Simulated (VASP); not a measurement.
# InO2 (P4/mmm) in VASP: a series of runs

Runs on InO2. Level: PBE. Tasks: single point, relaxation of cell and atoms.

Everything below comes from runs of VASP 6.6.1. Logs are shortened: lines on timing, memory, paths and dates and some standing lists are left out, and cuts for length are marked.

### Step 1. The cell of the first run

The structure is tetragonal, space group P4/mmm (No. 123). Conventional cell: a = 4.033 Å, b = 4.033 Å, c = 4.747 Å, α = 90.00°, β = 90.00°, γ = 90.00°. In (site symmetry 4/mmm) has 4 O at 2.02 Å within 2.7 Å. O (site symmetry mmm) has 2 In at 2.02 Å within 2.7 Å.

### Step 2. Single point, PBE, collinear spin, ferromagnetic start

Input file INCAR:

```
SYSTEM = InO2
ALGO = Normal ; EDIFF = 1E-7
ENCUT = 520 ; GGA = PE
ISIF = 2 ; ISMEAR = 0
ISPIN = 2 ; LASPH = .TRUE.
LCHARG = .TRUE. ; LELF = .TRUE.
LORBIT = 11 ; LREAL = .FALSE.
LVHAR = .TRUE. ; LWAVE = .FALSE.
MAGMOM = 0 1 1 ; NBANDS = 24
NELM = 150 ; PREC = Accurate
SIGMA = 0.1
```

Input file KPOINTS:

```
k-points
0
G
  4 4 4
  0 0 0
```

Input file POSCAR:

```
InO2
1.0
    4.0333533021      0.0000000000      0.0000000000
    0.0000000000      4.0333533021      0.0000000000
    0.0000000000      0.0000000000      4.7465368377
In O
1 2
Direct
    0.0000000000      0.0000000000      0.5000000000
    0.0000000000      0.5000000000      0.5000000000
    0.5000000000      0.0000000000      0.5000000000
```

Potentials or basis: VASP PAW PBE potentials, release 64 (In_d, O).

On the command line:

```bash
$ cat potpaw_PBE.64/In_d/POTCAR potpaw_PBE.64/O/POTCAR > POTCAR
$ mpirun -np 1 vasp_std > vasp.out
```

OUTCAR:

```text
SYSTEM = InO2
   EDIFF = 1E-7
   ENCUT = 520
   GGA = PE
   ISIF = 2
   ISMEAR = 0
   ISPIN = 2
   LASPH = .TRUE.
   LORBIT = 11
   LREAL = .FALSE.
   NELM = 150
   PREC = Accurate

 ion  position               nearest neighbor table
   1  0.000  0.000  0.500-   2 2.02   3 2.02   2 2.02   3 2.02
   2  0.000  0.500  0.500-   1 2.02   1 2.02
   3  0.500  0.000  0.500-   1 2.02   1 2.02

  LATTYP: Found a simple tetragonal cell.
 ALAT       =     4.0333533021
 C/A-ratio  =     1.1768214888

  Lattice vectors:

 A1 = (   4.0333533021,   0.0000000000,   0.0000000000)
 A2 = (   0.0000000000,   4.0333533021,   0.0000000000)
 A3 = (   0.0000000000,   0.0000000000,   4.7465368377)

Analysis of symmetry for initial positions (statically):
=====================================================================
 Subroutine PRICEL returns:
 Original cell was already a primitive cell.

 Routine SETGRP: Setting up the symmetry group for a
 simple tetragonal supercell.

 Subroutine GETGRP returns: Found 16 space group operations
 (whereof 16 operations were pure point group operations)
 out of a pool of 16 trial point group operations.

The static configuration has the point symmetry D_4h.

Analysis of symmetry for dynamics (positions and initial velocities):
=====================================================================
 Subroutine PRICEL returns:
 Original cell was already a primitive cell.

 Routine SETGRP: Setting up the symmetry group for a
 simple tetragonal supercell.

 Subroutine GETGRP returns: Found 16 space group operations
 (whereof 16 operations were pure point group operations)
 out of a pool of 16 trial point group operations.

The dynamic configuration has the point symmetry D_4h.

Analysis of structural, dynamic, and magnetic symmetry:
=====================================================================
 Subroutine PRICEL returns:
 Original cell was already a primitive cell.

 Routine SETGRP: Setting up the symmetry group for a
 simple tetragonal supercell.

 Subroutine GETGRP returns: Found 16 space group operations
 (whereof 16 operations were pure point group operations)
 out of a pool of 16 trial point group operations.

The overall configuration has the point symmetry D_4h.

 Subroutine INISYM returns: Found 16 space group operations
 (whereof 16 operations are pure point group operations),
 and found     1 'primitive' translations

----------------------------------------------------------------------------------------

                                     Primitive cell

  volume of cell :      77.2164

  direct lattice vectors                    reciprocal lattice vectors
     4.033353302  0.000000000  0.000000000     0.247932657  0.000000000  0.000000000
     0.000000000  4.033353302  0.000000000     0.000000000  0.247932657  0.000000000
     0.000000000  0.000000000  4.746536838     0.000000000  0.000000000  0.210679920

  length of vectors
     4.033353302  4.033353302  4.746536838     0.247932657  0.247932657  0.210679920

  position of ions in fractional coordinates (direct lattice)
     0.000000000  0.000000000  0.500000000
     0.000000000  0.500000000  0.500000000
     0.500000000  0.000000000  0.500000000

  ion indices of the primitive-cell ions
   primitive index   ion index
                 1           1
                 2           2
                 3           3

----------------------------------------------------------------------------------------

 KPOINTS: k-points

Automatic generation of k-mesh.
 Grid dimensions read from file:
 generate k-points for:    4    4    4

 Generating k-lattice:

  Cartesian coordinates                     Fractional coordinates (reciprocal lattice)
     0.061983164  0.000000000  0.000000000     0.250000000  0.000000000  0.000000000
     0.000000000  0.061983164  0.000000000     0.000000000  0.250000000  0.000000000
     0.000000000  0.000000000  0.052669980     0.000000000  0.000000000  0.250000000

  Length of vectors
     0.061983164  0.061983164  0.052669980

  Shift w.r.t. Gamma in fractional coordinates (k-lattice)
     0.000000000  0.000000000  0.000000000

 Subroutine IBZKPT returns following result:
 ===========================================

 Found     18 irreducible k-points:

 Following reciprocal coordinates:
            Coordinates               Weight
  0.000000  0.000000  0.000000      1.000000
  0.250000  0.000000  0.000000      4.000000
  0.500000  0.000000  0.000000      2.000000
  0.250000  0.250000  0.000000      4.000000
  0.500000  0.250000  0.000000      4.000000
  0.500000  0.500000  0.000000      1.000000
[... 10 lines left out ...]
  0.500000  0.250000  0.500000      4.000000
  0.500000  0.500000  0.500000      1.000000
   k-points           NKPTS =     18   k-points in BZ     NKDIM =     18   number of bands    NBANDS=     24
   number of dos      NEDOS =    301   number of ions     NIONS =      3
   total plane-waves  NPLWV =  32400
   dimension x,y,z NGX =    30 NGY =   30 NGZ =   36
   dimension x,y,z NGXF=    60 NGYF=   60 NGZF=   72
   ions per type =               1   2
   NGX,Y,Z   is equivalent  to a cutoff of  12.37, 12.37, 12.61 a.u.
   NGXF,Y,Z  is equivalent  to a cutoff of  24.73, 24.73, 25.22 a.u.
 SYSTEM =  InO2
   PREC   = accura    normal or accurate (medium, high low for compatibility)
   ISTART =      0    job   : 0-new  1-cont  2-samecut
   ICHARG =      2    charge: 1-file 2-atom 10-const
   ISPIN  =      2    spin polarized calculation?
   LNONCOLLINEAR =      F non collinear calculations
   LSORBIT =      F    spin-orbit coupling
   LASPH  =      T    aspherical Exc in radial PAW
   ENCUT  =  520.0 eV  38.22 Ry    6.18 a.u.   7.50  7.50  8.83*2*pi/ulx,y,z
   NELM   =    150;   NELMIN=  2; NELMDL= -5     # of ELM steps
   EDIFF  = 0.1E-06   stopping-criterion for ELM
   LREAL  =      F    real-space projection
   EDIFFG = 0.1E-05   stopping-criterion for IOM
   NSW    =      0    number of steps for IOM
   IBRION =     -1    ionic relax: 0-MD 1-quasi-New 2-CG
   NFREE  =      0    steps in history (QN), initial steepest desc. (CG)
   ISIF   =      2    stress and relaxation
   ISYM   =      2    0-nonsym 1-usesym 2-fastsym
   POTIM  = 0.5000    time-step for ionic-motion
   TEBEG  =    0.0;   TEEND  =   0.0 temperature during run
   PSTRESS=    0.0 pullay stress
   NELECT =      25.0000    total number of electrons
   NUPDOWN=      -1.0000    fix difference up-down
   EMIN   =  10.00;   EMAX   =-10.00  energy-range for DOS
   EFERMI =   0.00;   METHOD = LEGACY
   ISMEAR =     0;   SIGMA  =   0.10  broadening in eV -4-tet -1-fermi 0-gaus
   EFERMI_NEDOS =   21; number of points for ismear=-14 and -15
   IALGO  =     38    algorithm
   IMIX   =      4    mixing-type and parameters
     AMIX     =   0.40;   BMIX     =  1.00
     AMIX_MAG =   1.60;   BMIX_MAG =  1.00
  volume/ion in A,a.u.               =      25.74       173.69
  Fermi-wavevector in a.u.,A,eV,Ry     =   1.124135  2.124307 17.193396  1.263679
  Thomas-Fermi vector in A             =   2.260805
   LORBIT       =     11    0 simple, 1 ext, 2 COOP (PROOUT), +10 PAW based schemes
   GGA     = PE    functional components
   LHFCALC =     F    Hartree Fock is set to
   AEXX    =    0.0000 exact exchange contribution
   IVDW    =     0    specifies the selected vdW correction
   LEPSILON=     F    determine dielectric tensor
   LRPA    =     F    only Hartree local field effects (RPA)
 spin polarized calculation
 Gauss-broadening in eV      SIGMA  =   0.10
  energy-cutoff  :      520.00
  volume of cell :       77.22
 maximum number of plane-waves:      2105
 NGX is ok and might be reduce to    30
   NGX = 15   NGY = 15   NGZ = 17

 number of electron      24.9999993 magnetization       0.8750090

 Free energy of the ion-electron system (eV)
  ---------------------------------------------------
  ext. energy  EPLUGINS =         0.00000000
  ---------------------------------------------------
  free energy    TOTEN  =       -13.54206279 eV

  energy without entropy =      -13.52925561  energy(sigma->0) =      -13.53565920

 E-fermi :  -0.8434     XC(G=0):  -6.9161

 val. band max:       -0.8464765159   @ k =   0.5000   0.0000   0.5000
 cond. band min:      -0.8226092854   @ k =   0.2500   0.0000   0.0000
 fundamental gap:      0.0238672305
 Fermi energy:        -0.8433822672

 spin component 1

 k-point     1 :       0.0000    0.0000    0.0000
  band No.  band energies     occupation
      1     -18.5969      1.00000
      2     -18.2939      1.00000
      3     -13.6702      1.00000
      4     -13.6702      1.00000
      5     -13.3852      1.00000
      6     -13.3723      1.00000
[... 16 lines left out ...]
     23      14.6039      0.00000
     24      15.9005      0.00000
[... 435 lines left out ...]
      1     -17.5355      1.00000
      2     -17.5355      1.00000
      3     -14.2355      1.00000
      4     -14.1110      1.00000
      5     -13.7416      1.00000
      6     -13.7416      1.00000
[... 16 lines left out ...]
     23      16.9088      0.00000
     24      16.9088      0.00000
 Fermi energy:        -0.8433822672

 spin component 2

 k-point     1 :       0.0000    0.0000    0.0000
  band No.  band energies     occupation
      1     -18.0085      1.00000
      2     -17.7714      1.00000
      3     -13.6798      1.00000
      4     -13.6798      1.00000
      5     -13.3896      1.00000
      6     -13.3228      1.00000
[... 16 lines left out ...]
     23      14.6870      0.00000
     24      15.9808      0.00000
[... 436 lines left out ...]
      2     -16.8378      1.00000
      3     -14.2114      1.00000
      4     -14.1032      1.00000
      5     -13.7494      1.00000
      6     -13.7494      1.00000
[... 16 lines left out ...]
     23      16.9182      0.00000
     24      16.9182      0.00000

------------------------ aborting loop because EDIFF is reached ----------------------------------------

  FORCE on cell =-STRESS in cart. coord.  units (eV):
  Direction    XX          YY          ZZ          XY          YZ          ZX
  --------------------------------------------------------------------------------------
  -------------------------------------------------------------------------------------
  Total        1.4247172      1.4247172      0.1319445      0.0000000      0.0000000      0.0000000
  in kB       29.5617318     29.5617318      2.7377414      0.0000000      0.0000000      0.0000000
  external PRESSURE =      20.6204017 kB  Pullay stress =       0.0000000 kB

 VOLUME and BASIS-vectors are now :
 -----------------------------------------------------------------------------
  energy-cutoff  :      520.00
  volume of cell :       77.22
      direct lattice vectors                 reciprocal lattice vectors
     4.033353302  0.000000000  0.000000000     0.247932657  0.000000000  0.000000000
     0.000000000  4.033353302  0.000000000     0.000000000  0.247932657  0.000000000
     0.000000000  0.000000000  4.746536838     0.000000000  0.000000000  0.210679920

 POSITION                                       TOTAL-FORCE (eV/Angst)
 -----------------------------------------------------------------------------------
      0.00000      0.00000      2.37327         0.000000      0.000000      0.000000
      0.00000      2.01668      2.37327         0.000000      0.000000      0.000000
      2.01668      0.00000      2.37327         0.000000      0.000000      0.000000
 -----------------------------------------------------------------------------------
    total drift:                                0.000000      0.000000      0.000000

  FREE ENERGIE OF THE ION-ELECTRON SYSTEM (eV)
  ---------------------------------------------------
  free  energy   TOTEN  =       -13.5420627879 eV

  energy  without entropy=      -13.5292556063  energy(sigma->0) =      -13.53565920

 total charge

# of ion       s       p       d       tot
------------------------------------------
    1        0.687   0.694  10.053  11.434
    2        1.575   3.335   0.000   4.910
    3        1.575   3.335   0.000   4.910
--------------------------------------------------
tot          3.837   7.364  10.053  21.254

 magnetization (x)

# of ion       s       p       d       tot
------------------------------------------
    1       -0.016  -0.017   0.003  -0.029
    2        0.005   0.371   0.000   0.376
    3        0.005   0.371   0.000   0.376
--------------------------------------------------
tot         -0.006   0.725   0.003   0.722
```

It took 42 s on 1 thread of Intel Xeon 6975P-C (Granite Rapids), shared host; peak memory 0.21 GiB.

Results:

| Quantity | Value |
| --- | --- |
| Free energy | -13.5421 eV |
| Pressure | 2.1 GPa |
| Net moment | 0.88 μB per cell |
| Site moments | In -0.03; O +0.38 μB |
| Valence electrons inside the program's atomic spheres | In 11.43; O 4.91 |

Stress tensor (GPa, compression positive):
```
2.96 0.00 0.00
0.00 2.96 0.00
0.00 0.00 0.27
```

Levels at points of the mesh, in eV from the Fermi level:
Spin up:
| k point | band 11 | band 12 | band 13 | band 14 | band 15 | band 16 |
| --- | --- | --- | --- | --- | --- | --- |
| (0.00, 0.00, 0.00) | -1.19 | -1.19 | -0.71 | 1.22 | 7.08 | 7.63 |
| (0.50, 0.00, 0.00) | -1.45 | -1.34 | -0.87 | 4.40 | 6.65 | 6.80 |
| (0.50, 0.50, 0.00) | -0.83 | -0.45 | 0.29 | 5.79 | 6.08 | 7.70 |
| (0.00, 0.00, 0.50) | -1.19 | -1.19 | -0.76 | 2.18 | 4.65 | 10.38 |
| (0.50, 0.00, 0.50) | -1.67 | -1.33 | -1.01 | 4.55 | 5.68 | 7.86 |
| (0.50, 0.50, 0.50) | -0.94 | -0.45 | 0.30 | 3.90 | 7.56 | 9.11 |
Spin down:
```csv
k point,band 10,band 11,band 12,band 13,band 14,band 15
"(0.00, 0.00, 0.00)",-1.89,-0.41,0.05,0.05,1.32,7.12
"(0.50, 0.00, 0.00)",-1.20,-0.73,-0.59,-0.01,4.56,6.80
"(0.50, 0.50, 0.00)",-0.54,-0.54,0.67,1.04,5.73,6.22
"(0.00, 0.00, 0.50)",-2.27,-0.47,0.06,0.06,2.29,4.75
"(0.50, 0.00, 0.50)",-1.44,-0.74,-0.69,0.00,4.59,5.88
"(0.50, 0.50, 0.50)",-0.66,-0.66,0.68,1.04,3.86,7.76
```

Caveat: the k points lie up to 0.39 Å⁻¹ apart; spin-orbit coupling is left out, which moves the levels of the heavy elements.

### Step 3. Relaxation of cell and atoms, PBE

This run uses another cell than the first one, of 16.19 Å³/atom, 0.629 times its volume.

Input file INCAR:

```
SYSTEM = InO2
PREC     = Accurate       ! precision mode
ENCUT    = 600            ! plane-wave cutoff, eV
EDIFF    = 1E-6           ! SCF threshold, eV
ISMEAR   = 0              ! smearing method
SIGMA    = 0.1            ! smearing width, eV
LREAL    = .False.        ! projectors in reciprocal space
LASPH    = .True.         ! aspherical terms in the spheres
NELM     = 80             ! most SCF steps
ALGO     = Normal         ! electronic algorithm
ISIF     = 3              ! what is computed and relaxed
LWAVE    = .False.        ! write WAVECAR
LCHARG   = .False.        ! write CHGCAR
GGA      = PE             ! functional
IBRION   = 2              ! ionic algorithm
NSW      = 90             ! ionic steps
EDIFFG   = -0.04          ! ionic threshold
```

Input file KPOINTS:

```
regular mesh
0
Gamma
  6 6 6
  0 0 0
```

Input file POSCAR:

```
InO2
1.0
    3.6118092400      0.0000000000      0.0000000000
    0.0000000000      3.6118092400      0.0000000000
    0.0000000000      0.0000000000      3.7224409400
In O
1 2
Direct
    0.0000000000      0.0000000000      0.5000000000
    0.0000000000      0.5000000000      0.5000000000
    0.5000000000      0.0000000000      0.5000000000
```

Potentials or basis: VASP PAW PBE potentials, release 64 (In_d, O).

On the command line:

```bash
$ cat potpaw_PBE.64/In_d/POTCAR potpaw_PBE.64/O/POTCAR > POTCAR
$ mpirun -np 1 vasp_std > vasp.out
```

Run time: 3 min. Hardware: 1 thread of Intel Xeon 6975P-C (Granite Rapids), shared host; peak memory 0.19 GiB.

It converged, with:

| Quantity | Value |
| --- | --- |
| Free energy | -13.3708 eV |
| Relaxed volume | 23.57 Å³/atom |
| Relaxed cell | a = 4.033 Å, b = 4.033 Å, c = 4.347 Å, α = 90.00°, β = 90.00°, γ = 90.00° |
| Space group after relaxing (to 0.05 Å) | P4/mmm (No. 123) |
| Energy gained by relaxing | 721.2 meV/atom |
| Ionic steps | 13 |
| Pressure after relaxing | 0.0 GPa |

Step by step:
| step | energy change (eV) | largest force (eV/Å) | pressure (GPa) | volume (Å³) |
| --- | --- | --- | --- | --- |
| 1 | 0.0000 | 0.0000 | 47.87 | 48.56 |
| 2 | 0.7858 | 0.0000 | -16.47 | 88.78 |
| 3 | -2.0491 | 0.0000 | -2.38 | 63.26 |
| 4 | -2.0762 | 0.0000 | -0.82 | 62.02 |
| 5 | -2.0847 | 0.0000 | 0.94 | 60.82 |
| 6 | -2.0845 | 0.0000 | 0.55 | 61.08 |
| 7 | -2.0971 | 0.0000 | 0.42 | 61.93 |
| 8 | -2.1277 | 0.0000 | 0.17 | 64.48 |
| 9 | -2.1605 | 0.0000 | -0.32 | 69.58 |
| 10 | -2.1623 | 0.0000 | -0.59 | 71.66 |
| 11 | -2.1626 | 0.0000 | -0.50 | 71.06 |
| 12 | -2.1445 | 0.0000 | 2.55 | 69.28 |
| 13 | -2.1636 | 0.0000 | 0.00 | 70.71 |

Final structure:
```yaml
crystal:
  lattice:
    - [4.03344, 0.00000, 0.00000]
    - [0.00000, 4.03344, 0.00000]
    - [0.00000, 0.00000, 4.34653]
  atoms:
    - { symbol: In, position: [0.00000, 0.00000, 0.50000] }
    - { symbol: O, position: [0.00000, 0.50000, 0.50000] }
    - { symbol: O, position: [0.50000, 0.00000, 0.50000] }
```

Levels at points of the mesh, in eV from the Fermi level:
| k point | band 11 | band 12 | band 13 | band 14 | band 15 | band 16 |
| --- | --- | --- | --- | --- | --- | --- |
| (0.00, 0.00, 0.00) | -0.30 | -0.30 | -0.26 | 1.31 | 7.85 | 8.61 |
| (0.50, 0.00, 0.00) | -0.97 | -0.41 | -0.39 | 4.58 | 7.13 | 7.65 |
| (0.50, 0.50, 0.00) | -0.37 | 0.58 | 0.66 | 6.20 | 6.57 | 7.95 |
| (0.00, 0.00, 0.50) | -0.38 | -0.29 | -0.29 | 2.67 | 4.99 | 11.27 |
| (0.50, 0.00, 0.50) | -0.99 | -0.66 | -0.37 | 4.61 | 6.23 | 8.54 |
| (0.50, 0.50, 0.50) | -0.58 | 0.59 | 0.66 | 3.75 | 8.17 | 9.56 |

Caveat: the volume moved by over 15 % at a fixed basis, so the end points are rough; spin-orbit coupling is left out, which moves the levels of the heavy elements; an odd number of electrons without spin polarisation forces a metal; a magnetic or distorted state may lie lower.
